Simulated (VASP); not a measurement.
Si: single point with PBE+D3(BJ)

Si:

```xyz
2
Lattice="2.9007 0.0000 0.0000 -1.4503 2.5121 0.0000 0.0000 0.0000 4.5090" Properties=species:S:1:pos:R:3 pbc="T T T"
Si    0.0000    1.6747    1.1272
Si    1.4503    0.8374    3.3817
```

This cell differs from its parent crystal: strain +0.1000 x Voigt [1, 1, 0, 0, 0, 0].

| Item | Value |
| --- | --- |
| Program | VASP 6.6.1 |
| Task | single point |
| Functional | PBE |
| Dispersion | D3(BJ) |
| Potentials or basis | VASP PAW PBE potentials, release 64 (Si) |
| Cutoff | 520 eV |
| k mesh | 24 × 24 × 14 |
| Occupations | gaussian, width 0.15 eV |
| Spin | no spin polarisation |

| Item | Value |
| --- | --- |
| Pressure | -12.3 GPa |
| Band gap on the k mesh | zero (bands 4 and 5 overlap by 10.14 eV) |
| Dispersion energy per atom | -0.376 eV |

Stress tensor (GPa, compression positive):
```
-12.95   0.00   0.00
  0.00 -12.95   0.00
  0.00   0.00 -11.11
```

Levels at points of the mesh, in eV from the Fermi level:
```tsv
k point	band 2	band 3	band 4	band 5	band 6	band 7
(0.00, 0.00, 0.00)	-6.59	-5.91	6.46	6.46	8.23	8.23
(0.50, 0.00, 0.00)	-7.11	-1.33	-1.17	-0.95	0.45	2.35
(0.00, 0.00, 0.50)	-11.51	2.13	2.13	7.74	7.74	7.74
(0.50, 0.00, 0.50)	-6.41	-5.34	-5.34	3.91	3.91	5.42
```

Run time: 40 s on 1 thread of Intel(R) Xeon(R) 6975P-C (Granite Rapids), on a shared host, peak memory 0.27 GiB.

Caveat: the cell differs from its parent crystal (strain +0.1000 x Voigt [1, 1, 0, 0, 0, 0]); the cell stands under tension.
